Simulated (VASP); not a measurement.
# NiO (Fm-3m) in VASP: single point with r2SCAN

Aim: the single point of NiO with r2SCAN.

Everything below comes from runs of VASP 6.6.1. Logs are shortened: lines on timing, memory, paths and dates and some standing lists are left out, and cuts for length are marked.

## (1) The cell of the first run

It takes space group Fm-3m (No. 225, cubic). The conventional cell has a = 4.170 Å, b = 4.170 Å, c = 4.170 Å, α = 90.00°, β = 90.00°, γ = 90.00°. Within 2.8 Å of Ni (site symmetry m-3m) lie 6 O at 2.08 Å. Within 2.8 Å of O (site symmetry m-3m) lie 6 Ni at 2.08 Å.

## (2) Single point, r2SCAN

File POSCAR:

```
NiO
1.0
    0.0000000000      2.0850000000      2.0850000000
    2.0850000000      0.0000000000      2.0850000000
    2.0850000000      2.0850000000      0.0000000000
Ni O
1 1
Direct
    0.0000000000      0.0000000000      0.0000000000
    0.5000000000      0.5000000000      0.5000000000
```

File INCAR.step1:

```
SYSTEM = NiO
  PREC = Accurate
  ENCUT = 660
  ISMEAR = -1
  SIGMA = 0.1
  LREAL = .FALSE.
  LASPH = .TRUE.
  NELM = 120
  NBANDS = 15
  GGA = PE
  ALGO = Normal
  EDIFF = 1E-5
  LWAVE = .TRUE.
  LCHARG = .FALSE.
  GGA_COMPAT = .FALSE.
```

File INCAR.step2:

```
SYSTEM = NiO
  PREC = Accurate
  ENCUT = 660
  EDIFF = 1E-6
  ISMEAR = -1
  SIGMA = 0.1
  LREAL = .FALSE.
  LASPH = .TRUE.
  NELM = 120
  ALGO = Normal
  ISIF = 2
  LWAVE = .FALSE.
  LCHARG = .FALSE.
  METAGGA = R2SCAN
  LMIXTAU = .TRUE.
  NBANDS = 15
  ISTART = 1
  GGA_COMPAT = .FALSE.
```

File KPOINTS:

```
regular mesh
0
G
  2 2 2
  0 0 0
```

Potentials or basis: VASP PAW PBE potentials, release 64 (Ni, O).

Run with:

```sh
> cat potpaw_PBE.64/Ni/POTCAR potpaw_PBE.64/O/POTCAR > POTCAR
> cp INCAR.step1 INCAR
> mpirun -np 1 vasp_std > vasp.out
> cp INCAR.step2 INCAR
> mpirun -np 1 vasp_std > vasp.out
```

OUTCAR:

```text
SYSTEM = NiO
   PREC = Accurate
   ENCUT = 660
   EDIFF = 1E-6
   ISMEAR = -1
   LREAL = .FALSE.
   LASPH = .TRUE.
   NELM = 120
   ISIF = 2
   METAGGA = R2SCAN
   ISTART = 1

 ion  position               nearest neighbor table
   1  0.000  0.000  0.000-   2 2.08   2 2.08   2 2.08   2 2.08   2 2.08   2 2.08
   2  0.500  0.500  0.500-   1 2.08   1 2.08   1 2.08   1 2.08   1 2.08   1 2.08

  LATTYP: Found a face centered cubic cell.
 ALAT       =     4.1700000000

  Lattice vectors:

 A1 = (   0.0000000000,   2.0850000000,   2.0850000000)
 A2 = (   2.0850000000,   0.0000000000,   2.0850000000)
 A3 = (   2.0850000000,   2.0850000000,   0.0000000000)

Analysis of symmetry for initial positions (statically):
=====================================================================
 Subroutine PRICEL returns:
 Original cell was already a primitive cell.

 Routine SETGRP: Setting up the symmetry group for a
 face centered cubic supercell.

 Subroutine GETGRP returns: Found 48 space group operations
 (whereof 48 operations were pure point group operations)
 out of a pool of 48 trial point group operations.

The static configuration has the point symmetry O_h .

Analysis of symmetry for dynamics (positions and initial velocities):
=====================================================================
 Subroutine PRICEL returns:
 Original cell was already a primitive cell.

 Routine SETGRP: Setting up the symmetry group for a
 face centered cubic supercell.

 Subroutine GETGRP returns: Found 48 space group operations
 (whereof 48 operations were pure point group operations)
 out of a pool of 48 trial point group operations.

The dynamic configuration has the point symmetry O_h .

 Subroutine INISYM returns: Found 48 space group operations
 (whereof 48 operations are pure point group operations),
 and found     1 'primitive' translations

----------------------------------------------------------------------------------------

                                     Primitive cell

  volume of cell :      18.1279

  direct lattice vectors                    reciprocal lattice vectors
     0.000000000  2.085000000  2.085000000    -0.239808153  0.239808153  0.239808153
     2.085000000  0.000000000  2.085000000     0.239808153 -0.239808153  0.239808153
     2.085000000  2.085000000  0.000000000     0.239808153  0.239808153 -0.239808153

  length of vectors
     2.948635278  2.948635278  2.948635278     0.415359906  0.415359906  0.415359906
[... 67 lines left out ...]
   POTIM  = 0.5000    time-step for ionic-motion
   TEBEG  =    0.0;   TEEND  =   0.0 temperature during run
   PSTRESS=    0.0 pullay stress
   NELECT =      16.0000    total number of electrons
   NUPDOWN=      -1.0000    fix difference up-down
   EMIN   =  10.00;   EMAX   =-10.00  energy-range for DOS
   EFERMI =   0.00;   METHOD = LEGACY
   ISMEAR =    -1;   SIGMA  =   0.10  broadening in eV -4-tet -1-fermi 0-gaus
   EFERMI_NEDOS =   21; number of points for ismear=-14 and -15
   IALGO  =     38    algorithm
   IMIX   =      4    mixing-type and parameters
     AMIX     =   0.40;   BMIX     =  1.00
     AMIX_MAG =   1.60;   BMIX_MAG =  1.00
  volume/ion in A,a.u.               =       9.06        61.17
  Fermi-wavevector in a.u.,A,eV,Ry     =   1.570358  2.967547 33.552312  2.466025
  Thomas-Fermi vector in A             =   2.672104
   LORBIT       =      0    0 simple, 1 ext, 2 COOP (PROOUT), +10 PAW based schemes
   METAGGA = R2SCAN    functional components
   LHFCALC =     F    Hartree Fock is set to
   AEXX    =    0.0000 exact exchange contribution
   IVDW    =     0    specifies the selected vdW correction
   LEPSILON=     F    determine dielectric tensor
   LRPA    =     F    only Hartree local field effects (RPA)
 non-spin polarized calculation
  energy-cutoff  :      660.00
  volume of cell :       18.13
 maximum number of plane-waves:       725
 NGX is ok and might be reduce to    28
   NGX = 13   NGY = 13   NGZ = 13

 number of electron      15.9999996 magnetization

 Free energy of the ion-electron system (eV)
  ---------------------------------------------------
  ext. energy  EPLUGINS =         0.00000000
  ---------------------------------------------------
  free energy    TOTEN  =       -19.64540790 eV

  energy without entropy =      -19.64513400  energy(sigma->0) =      -19.64527095

 E-fermi :   8.4997     XC(G=0): -13.3896

 val. band max:        7.6341565510   @ k =   0.5000   0.5000   0.0000
 cond. band min:       9.4606283395   @ k =   0.5000   0.0000   0.0000
 fundamental gap:      1.8264717886
 Fermi energy:         8.4996742824

 k-point     1 :       0.0000    0.0000    0.0000
  band No.  band energies     occupation
      1     -13.8717      2.00000
      2       4.4115      2.00000
      3       4.4115      2.00000
      4       4.4115      2.00000
      5       5.9862      2.00000
      6       5.9862      2.00000
      7       5.9863      2.00000
      8       6.6957      2.00000
      9       6.6958      2.00000
     10       9.9646      0.00000
     11      26.4099      0.00000
     12      27.6468      0.00000
     13      27.6468      0.00000
     14      27.6468      0.00000
[... 23 lines left out ...]
      2       0.5594      2.00000
      3       3.1211      2.00000
      4       3.1211      2.00000
      5       5.0262      2.00000
      6       7.0745      2.00000
      7       7.0745      2.00000
      8       7.1023      2.00000
      9       7.6342      1.99965
     10      14.8980      0.00000
     11      19.2117      0.00000
     12      20.8462      0.00000
     13      25.6348      0.00000
     14      25.6348      0.00000
     15      37.7943      0.00000

------------------------ aborting loop because EDIFF is reached ----------------------------------------

  FORCE on cell =-STRESS in cart. coord.  units (eV):
  Direction    XX          YY          ZZ          XY          YZ          ZX
  --------------------------------------------------------------------------------------
  -------------------------------------------------------------------------------------
  Total       -1.8348828     -1.8348828     -1.8348828     -0.0000000      0.0000000      0.0000000
  in kB     -162.1700787   -162.1700787   -162.1700787     -0.0000000      0.0000000      0.0000000
  external PRESSURE =    -162.1700787 kB  Pullay stress =       0.0000000 kB

 VOLUME and BASIS-vectors are now :
 -----------------------------------------------------------------------------
  energy-cutoff  :      660.00
  volume of cell :       18.13
      direct lattice vectors                 reciprocal lattice vectors
     0.000000000  2.085000000  2.085000000    -0.239808153  0.239808153  0.239808153
     2.085000000  0.000000000  2.085000000     0.239808153 -0.239808153  0.239808153
     2.085000000  2.085000000  0.000000000     0.239808153  0.239808153 -0.239808153

 POSITION                                       TOTAL-FORCE (eV/Angst)
 -----------------------------------------------------------------------------------
      0.00000      0.00000      0.00000        -0.000000     -0.000000      0.000000
      2.08500      2.08500      2.08500         0.000000      0.000000     -0.000000
 -----------------------------------------------------------------------------------
    total drift:                                0.000000      0.000000      0.000000

  FREE ENERGIE OF THE ION-ELECTRON SYSTEM (eV)
  ---------------------------------------------------
  free  energy   TOTEN  =       -19.6454079026 eV

  energy  without entropy=      -19.6451339971  energy(sigma->0) =      -19.64527095
```

Run time: 33 s. Hardware: 1 thread of Intel Xeon Platinum 8259CL at 2.50GHz (Skylake/Cascade Lake), shared host; peak memory 0.15 GiB.

What came out:

```
Free energy            : -19.6454 eV
Pressure               : -16.2 GPa
Band gap on the k mesh : zero (band 8 reaches 9.46 eV, above the bottom of band 9 at 6.70 eV)
```

Levels at points of the mesh, in eV from the Fermi level:
| k point | band 6 | band 7 | band 8 | band 9 | band 10 | band 11 | band 12 | band 13 |
| --- | --- | --- | --- | --- | --- | --- | --- | --- |
| (0.00, 0.00, 0.00) | -2.51 | -2.51 | -1.80 | -1.80 | 1.46 | 17.91 | 19.15 | 19.15 |
| (0.50, 0.00, 0.00) | -1.66 | -1.32 | 0.96 | 0.96 | 5.56 | 10.21 | 14.32 | 14.32 |
| (0.50, 0.50, 0.00) | -1.43 | -1.43 | -1.40 | -0.87 | 6.40 | 10.71 | 12.35 | 17.14 |

Caveat: the k points lie up to 1.30 Å⁻¹ apart; the PAW data sets were made with another functional, which shifts forces and pressure a little; the run has no spin polarisation, though such a crystal can be magnetic; semilocal functionals often make such compounds metallic where correlation or magnetic order opens a gap, which also shifts bond lengths.
